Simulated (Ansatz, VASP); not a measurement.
**One calculation of BAs, two programs**

```
B As
1.0
     0.00000    2.40620    2.40620
     2.40620    0.00000    2.40620
     2.40620    2.40620    0.00000
B As
1 1
Direct
  0.00000 0.00000 0.00000
  0.25000 0.25000 0.25000
```

Alike in both runs: task relaxation of cell and atoms; functional LDA; k mesh 15 × 15 × 15; occupations fermi-dirac, width 0.05 eV; no spin polarisation.

```csv
,VASP,Ansatz
version,VASP 6.6.1,Ansatz 0.2.0
potentials or method,"VASP PAW LDA potentials, release 64 (B, As_d)","PAW with Ansatz's default frozen-core files, scalar-relativistic"
plane-wave cutoff (eV),560,420
valence electrons in the cell,18,18
```

|  | VASP | Ansatz | Ansatz less VASP |
| --- | --- | --- | --- |
| relaxed volume (Å³/atom) | 13.28 | 13.25 | -0.026 |
| relaxed length of the cell vector where the two differ most in proportion (Å) | 3.349 | 3.346 | -0.0022 |

LDA's correlation is that of Perdew and Zunger in VASP and of Perdew and Wang (1992) in Ansatz.
